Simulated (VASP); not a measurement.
# Ba (Pm-3m) in VASP: a series of runs, part 2 of 2

VASP 6.6.1. Earlier steps stand in the parts before.

**4. Single point, PBEsol+D3(BJ), non-collinear spin, zero start, spin-orbit coupling (volume scaled by 0.98)**

File INCAR:

```
PREC     = Accurate       # precision mode
ENCUT    = 520            # plane-wave cutoff, eV
EDIFF    = 1E-7           # SCF threshold, eV
ISMEAR   = 0              # smearing method
SIGMA    = 0.01           # smearing width, eV
LREAL    = False          # projectors in reciprocal space
LASPH    = True           # aspherical terms in the spheres
NELM     = 150            # most SCF steps
ALGO     = Normal         # electronic algorithm
ISIF     = 2              # what is computed and relaxed
LWAVE    = False          # write WAVECAR
LCHARG   = False          # write CHGCAR
MAGMOM   = 0 0 0          # initial moments
LORBIT   = 11             # projections on sites
LSORBIT  = True           # spin-orbit coupling
GGA_COMPAT= False        
LORBMOM  = True         
GGA      = PS             # functional
IVDW     = 12             # dispersion correction
NBANDS   = 21             # bands
```

File KPOINTS:

```
Automatic mesh
0
Gamma
  7 7 7
```

File POSCAR:

```
Ba
1.0
    3.6124774261      0.0000000000      0.0000000000
    0.0000000000      3.6124774261      0.0000000000
    0.0000000000      0.0000000000      3.6124774261
Ba
1
Direct
    0.0000000000      0.0000000000      0.0000000000
```

Potentials or basis: VASP PAW PBE potentials, release 64 (Ba_sv).

Command:

```sh
> cat potpaw_PBE.64/Ba_sv/POTCAR > POTCAR
> mpirun -np 1 vasp_ncl > vasp.out
```

OUTCAR:

```text
PREC = Accurate
   ENCUT = 520
   EDIFF = 1E-7
   ISMEAR = 0
   LREAL = False
   LASPH = True
   NELM = 150
   ISIF = 2
   LORBIT = 11
   LSORBIT = True
   GGA = PS
   IVDW = 12
 IVDW          = 12

 ion  position               nearest neighbor table
   1  0.000  0.000  0.000-

  LATTYP: Found a simple cubic cell.
 ALAT       =     3.6124774261

  Lattice vectors:

 A1 = (   3.6124774261,   0.0000000000,   0.0000000000)
 A2 = (   0.0000000000,   3.6124774261,   0.0000000000)
 A3 = (   0.0000000000,   0.0000000000,   3.6124774261)

Analysis of symmetry for initial positions (statically):
=====================================================================
 Subroutine PRICEL returns:
 Original cell was already a primitive cell.

 Routine SETGRP: Setting up the symmetry group for a
 simple cubic supercell.

 Subroutine GETGRP returns: Found 48 space group operations
 (whereof 48 operations were pure point group operations)
 out of a pool of 48 trial point group operations.

The static configuration has the point symmetry O_h .

Analysis of symmetry for dynamics (positions and initial velocities):
=====================================================================
 Subroutine PRICEL returns:
 Original cell was already a primitive cell.

 Routine SETGRP: Setting up the symmetry group for a
 simple cubic supercell.

 Subroutine GETGRP returns: Found 48 space group operations
 (whereof 48 operations were pure point group operations)
 out of a pool of 48 trial point group operations.

The dynamic configuration has the point symmetry O_h .

Analysis of structural, dynamic, and magnetic symmetry:
=====================================================================
 Subroutine PRICEL returns:
 Original cell was already a primitive cell.

 Routine SETGRP: Setting up the symmetry group for a
 simple cubic supercell.

 Subroutine GETGRP returns: Found 48 space group operations
 (whereof 48 operations were pure point group operations)
 out of a pool of 48 trial point group operations.

The overall configuration has the point symmetry O_h .

 Subroutine INISYM returns: Found 48 space group operations
 (whereof 48 operations are pure point group operations),
 and found     1 'primitive' translations

----------------------------------------------------------------------------------------

                                     Primitive cell

  volume of cell :      47.1428

  direct lattice vectors                    reciprocal lattice vectors
     3.612477426  0.000000000  0.000000000     0.276818339  0.000000000  0.000000000
     0.000000000  3.612477426  0.000000000     0.000000000  0.276818339  0.000000000
     0.000000000  0.000000000  3.612477426     0.000000000  0.000000000  0.276818339

  length of vectors
     3.612477426  3.612477426  3.612477426     0.276818339  0.276818339  0.276818339

  position of ions in fractional coordinates (direct lattice)
     0.000000000  0.000000000  0.000000000

  ion indices of the primitive-cell ions
[... 92 lines left out ...]
  Thomas-Fermi vector in A             =   2.106956
   LORBIT       =     11    0 simple, 1 ext, 2 COOP (PROOUT), +10 PAW based schemes
   GGA     = PS    functional components
   LHFCALC =     F    Hartree Fock is set to
   AEXX    =    0.0000 exact exchange contribution
   IVDW    =    12    specifies the selected vdW correction
   LEPSILON=     F    determine dielectric tensor
   LRPA    =     F    only Hartree local field effects (RPA)
 Gauss-broadening in eV      SIGMA  =   0.01
  energy-cutoff  :      520.00
  volume of cell :       47.14
 maximum number of plane-waves:      2618
 NGX is ok and might be reduce to    28
   NGX = 13   NGY = 13   NGZ = 13

 number of electron      10.0000000 magnetization       0.0000000      0.0000000      0.0000000

 number of electron      10.0000002 magnetization      -0.0000000      0.0000000     -0.0000000

 number of electron      10.0000002 magnetization       0.0000000     -0.0000000      0.0000000

 Free energy of the ion-electron system (eV)
  ---------------------------------------------------
  ext. energy  EPLUGINS =         0.00000000
  ---------------------------------------------------
  free energy    TOTEN  =        -2.00396572 eV

  energy without entropy =       -2.00396572  energy(sigma->0) =       -2.00396572

 E-fermi :   2.4827     XC(G=0):  -8.4974

 val. band max:        2.4410854543   @ k =   0.1429   0.0000   0.0000
 cond. band min:       2.5852883220   @ k =   0.4286   0.1429   0.1429
 fundamental gap:      0.1442028676
 Fermi energy:         2.4826690329

 k-point     1 :       0.0000    0.0000    0.0000
  band No.  band energies     occupation
      1     -26.3600      1.00000
      2     -26.3600      1.00000
      3     -12.2125      1.00000
      4     -12.2125      1.00000
      5     -10.1579      1.00000
      6     -10.1579      1.00000
[... 469 lines left out ...]
     20       9.7365      0.00000
     21      10.7918      0.00000

------------------------ aborting loop because EDIFF is reached ----------------------------------------

 Edisp (eV)   -0.33853

 E8    (eV) :    -0.2671

  FORCE on cell =-STRESS in cart. coord.  units (eV):
  Direction    XX          YY          ZZ          XY          YZ          ZX
  --------------------------------------------------------------------------------------
  -------------------------------------------------------------------------------------
  Total       0.11296     0.11296     0.11296    -0.00000    -0.00000     0.00000
  in kB       3.83895     3.83895     3.83895    -0.00000    -0.00000     0.00000
  external pressure =        3.84 kB  Pullay stress =        0.00 kB

 VOLUME and BASIS-vectors are now :
 -----------------------------------------------------------------------------
  energy-cutoff  :      520.00
  volume of cell :       47.14
      direct lattice vectors                 reciprocal lattice vectors
     3.612477426  0.000000000  0.000000000     0.276818339  0.000000000  0.000000000
     0.000000000  3.612477426  0.000000000     0.000000000  0.276818339  0.000000000
     0.000000000  0.000000000  3.612477426     0.000000000  0.000000000  0.276818339

 POSITION                                       TOTAL-FORCE (eV/Angst)
 -----------------------------------------------------------------------------------
      0.00000      0.00000      0.00000         0.000000      0.000000      0.000000
 -----------------------------------------------------------------------------------
    total drift:                               -0.000000      0.000000     -0.000000

  FREE ENERGIE OF THE ION-ELECTRON SYSTEM (eV)
  ---------------------------------------------------
  free  energy   TOTEN  =        -2.3424930854 eV

  energy  without entropy=       -2.3424930854  energy(sigma->0) =       -2.34249309

 orbital moment (x)

 # of ion     p       d       tot
 ----------------------------------------
  1         0.000   0.000   0.000
 ----------------------------------------
            0.000   0.000   0.000

 orbital moment (y)

 # of ion     p       d       tot
 ----------------------------------------
  1         0.000  -0.000  -0.000
 ----------------------------------------
            0.000  -0.000  -0.000

 orbital moment (z)

 # of ion     p       d       tot
 ----------------------------------------
  1         0.000  -0.000  -0.000
 ----------------------------------------
            0.000  -0.000  -0.000

 Spin-Orbit-Coupling matrix elements

 Ion:    1  E_soc:     -0.4058206
 l=   1
     0.0000000    -0.0672967    -0.0672967
    -0.0672967     0.0000000    -0.0672967
    -0.0672967    -0.0672967     0.0000000
 l=   2
     0.0000000    -0.0002039     0.0000000    -0.0002039    -0.0001362
    -0.0002039     0.0000000    -0.0001022    -0.0002039    -0.0000341
     0.0000000    -0.0001022     0.0000000    -0.0001022     0.0000000
    -0.0002039    -0.0002039    -0.0001022     0.0000000    -0.0000341
    -0.0001362    -0.0000341     0.0000000    -0.0000341     0.0000000
 l=   3
     0.0000000     0.0000000     0.0000000     0.0000000     0.0000000     0.0000000     0.0000000
     0.0000000     0.0000000     0.0000000     0.0000000     0.0000000     0.0000000     0.0000000
     0.0000000     0.0000000     0.0000000     0.0000000     0.0000000     0.0000000     0.0000000
     0.0000000     0.0000000     0.0000000     0.0000000     0.0000000     0.0000000     0.0000000
     0.0000000     0.0000000     0.0000000     0.0000000     0.0000000     0.0000000     0.0000000
     0.0000000     0.0000000     0.0000000     0.0000000     0.0000000     0.0000000     0.0000000
     0.0000000     0.0000000     0.0000000     0.0000000     0.0000000     0.0000000     0.0000000

 total charge

# of ion       s       p       d       tot
------------------------------------------
    1        2.054   5.506   0.467   8.027

 magnetization (x)

# of ion       s       p       d       tot
------------------------------------------
    1        0.000   0.000   0.000   0.000

 magnetization (y)

# of ion       s       p       d       tot
------------------------------------------
    1        0.000   0.000   0.000   0.000

 magnetization (z)

# of ion       s       p       d       tot
------------------------------------------
    1       -0.000   0.000   0.000  -0.000
```

Run time: 24 s. Hardware: 1 thread of Intel Xeon Platinum 8488C (Sapphire Rapids), shared host; peak memory 0.26 GiB.

What came out:

```
Free energy                                           : -2.3425 eV
Pressure                                              : 0.4 GPa
Net moment                                            : 0.00 μB per cell
Valence electrons inside the program's atomic spheres : Ba 8.03
Dispersion energy per atom                            : -0.339 eV
```

Moments on the atoms (μB; x, y, z):
```
Ba  0.00 0.00 0.00
```

Caveat: the PAW data sets were made with another functional, which shifts forces and pressure a little.

**5. Single point, PBEsol+D3(BJ), non-collinear spin, zero start, spin-orbit coupling**

Changes to INCAR since step 4:

```diff
@@ -2,3 +2,3 @@
 ENCUT    = 520            # plane-wave cutoff, eV
-EDIFF    = 1E-7           # SCF threshold, eV
+EDIFF    = 1E-6           # SCF threshold, eV
 ISMEAR   = 0              # smearing method
```

KPOINTS is that of step 4.

File POSCAR:

```
Ba
1.0
    3.6368867978      0.0000000000      0.0000000000
    0.0000000000      3.6368867978      0.0000000000
    0.0000000000      0.0000000000      3.6368867978
Ba
1
Direct
    0.0000000000      0.0000000000      0.0000000000
```

Command:

```sh
> cat potpaw_PBE.64/Ba_sv/POTCAR > POTCAR
> mpirun -np 1 vasp_ncl > vasp.out
```

Run time: 24 s. Hardware: 1 thread of Intel Xeon Platinum 8488C (Sapphire Rapids), shared host; peak memory 0.26 GiB.

It converged, with:

```
Free energy                                           : -2.3439 eV
Pressure                                              : 0.1 GPa
Net moment                                            : 0.00 μB per cell
Valence electrons inside the program's atomic spheres : Ba 8.02
Dispersion energy per atom                            : -0.332 eV
```

Moments on the atoms (μB; x, y, z):
```
Ba  0.00 0.00 0.00
```

Caveat: the PAW data sets were made with another functional, which shifts forces and pressure a little.

**6. Single point, PBEsol+D3(BJ), non-collinear spin, zero start, spin-orbit coupling (volume scaled by 1.02)**

File INCAR:

```
  PREC = Accurate
  ENCUT = 520
  EDIFF = 1E-7
  ISMEAR = 0
  SIGMA = 0.01
  LREAL = F
  LASPH = T
  NELM = 150
  ALGO = Fast
  ISIF = 2
  LWAVE = F
  LCHARG = F
  LNONCOLLINEAR = T
  MAGMOM = 0 0 0
  LORBIT = 11
  LSORBIT = T
  GGA_COMPAT = F
  LORBMOM = T
  GGA = PS
  IVDW = 12
  NBANDS = 21
```

File KPOINTS:

```
regular mesh
0
Gamma
  7 7 7
```

File POSCAR:

```
Ba
1.0
    3.6609728428      0.0000000000      0.0000000000
    0.0000000000      3.6609728428      0.0000000000
    0.0000000000      0.0000000000      3.6609728428
Ba
1
Direct
    0.0000000000      0.0000000000      0.0000000000
```

Potentials or basis: VASP PAW PBE potentials, release 64 (Ba_sv).

Command:

```sh
> cat potpaw_PBE.64/Ba_sv/POTCAR > POTCAR
> mpirun -np 1 vasp_ncl > vasp.out
```

Run time: 35 s. Hardware: 1 thread of Intel Xeon Platinum 8488C (Sapphire Rapids), shared host; peak memory 0.25 GiB.

It converged, with:

```yaml
Free_energy: -2.3436 eV
Pressure: -0.2 GPa
Net_moment: 0.00 μB per cell
Valence_electrons_inside_the_program's_atomic_spheres: Ba 8.01
Dispersion_energy_per_atom: -0.325 eV
```

Moments on the atoms (μB; x, y, z):
```
Ba  0.00 0.00 0.00
```

Caveat: the PAW data sets were made with another functional, which shifts forces and pressure a little.

**7. The runs side by side**

```csv
level,spin,cell,smearing,pressure (GPa),moment (μB)
PBE,off,"a = 3.637 Å, 1 atom",gaussian 0.05 eV,2.7,-
PBEsol+D3(BJ),"non-collinear, zero start, SOC","a = 3.588 Å, 1 atom",gaussian 0.01 eV,0.7,0.00
PBEsol+D3(BJ),"non-collinear, zero start, SOC","a = 3.612 Å, 1 atom",gaussian 0.01 eV,0.4,0.00
PBEsol+D3(BJ),"non-collinear, zero start, SOC","a = 3.637 Å, 1 atom",gaussian 0.01 eV,0.1,0.00
PBEsol+D3(BJ),"non-collinear, zero start, SOC","a = 3.661 Å, 1 atom",gaussian 0.01 eV,-0.2,0.00
```

Alike in all rows: task single point; potentials or basis VASP PAW PBE potentials, release 64 (Ba_sv); k mesh 7 × 7 × 7; cutoff (eV) 520.

Caveats: the PAW data sets were made with another functional, which shifts forces and pressure a little (some runs); spin-orbit coupling is left out, which moves the levels of the heavy elements (some runs).

Absolute energies hang on the potentials; compare differences alone.
